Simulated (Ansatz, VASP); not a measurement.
**One calculation of Se, two programs**

```
Se
1.0
     5.35146    3.08967    1.52222
    -5.35146    3.08967    1.52222
     0.00000   -6.17934    1.52222
Se
6
Direct
  0.30252 0.16717 0.90908
  0.90908 0.30252 0.16717
  0.16717 0.90908 0.30252
  0.69748 0.83283 0.09092
  0.09092 0.69748 0.83283
  0.83283 0.09092 0.69748
```

Alike in both runs: functional PBEsol; k mesh 6 × 6 × 6; occupations gaussian, width 0.02 eV; no spin polarisation.

Ansatz relaxed the structure, and its values are those at the end. VASP's run is a single point on that final structure, the one shown.

|  | VASP | Ansatz |
| --- | --- | --- |
| version | VASP 6.6.1 | Ansatz 0.2.0 |
| potentials or method | VASP PAW PBE potentials, release 64 (Se), cutoff 520 eV | scalar-relativistic, plane waves, PAW |
| valence electrons in the cell | 36 | 96 |

|  | VASP | Ansatz | Ansatz less VASP |
| --- | --- | --- | --- |
| gap on the k mesh at the Fermi level (eV) | 0.98 | 0.98 | 0.000 |
| least direct gap on the mesh (eV) | 1.10 | 1.11 | +0.001 |
| pressure (GPa) | 0.2 | 0.0 | -0.16 |
| rms of the force components (eV/Å) | 0.018 | 0.001 | -0.0174 |

VASP's potentials were made for PBE, not for PBEsol. VASP's potentials hold 36 valence electrons a cell and Ansatz's 96, so a difference there can come from the potentials and not from the codes.
